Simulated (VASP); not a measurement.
Y3AlN4, 8 atoms in the cell. Symmetry: Pm-3m, No. 221, cubic system. The conventional cell has a = 5.040 Å, b = 5.040 Å, c = 5.040 Å, α = 90.00°, β = 90.00°, γ = 90.00°. Within 3.3 Å of Y (site symmetry 4/mmm) lie 6 N at 2.52 Å. Al (site symmetry m-3m) has 6 N at 2.52 Å within 3.3 Å. Within 3.3 Å of N (site symmetry 4/mmm) lie 4 Y at 2.52 Å and 2 Al at 2.52 Å. N (site symmetry m-3m) has 6 Y at 2.52 Å within 3.3 Å. 

```yaml
Program: VASP 6.6.1
Task: relaxation of cell and atoms
Functional: PBE
Potentials_or_basis: VASP PAW PBE potentials, release 64 (Y_sv, Al, N)
Cutoff: 600 eV
k_mesh: 4 × 4 × 4
Occupations: gaussian, width 0.1 eV
Spin: no spin polarisation
Dipole_correction: no
Further_INCAR_settings: ALGO = Normal; EDIFF = 1e-07; IBRION = 2; EDIFFG = -0.04; NSW = 90; ISIF = 3
```

Potentials or basis: VASP PAW PBE potentials, release 64 (Y_sv, Al, N).

Command:

```sh
$ cat potpaw_PBE.64/Y_sv/POTCAR potpaw_PBE.64/Al/POTCAR potpaw_PBE.64/N/POTCAR > POTCAR
$ mpirun -np 1 vasp_std > vasp.out
```

Hardware: 1 thread of Intel(R) Xeon(R) 6975P-C (Granite Rapids), with other jobs on the host.

How long does it take, and how much memory?

It took 92 s on 1 thread of Intel(R) Xeon(R) 6975P-C (Granite Rapids) (shared host), peak memory 0.27 GiB. Counts: scf iterations 45, k points 10, ion steps 3.
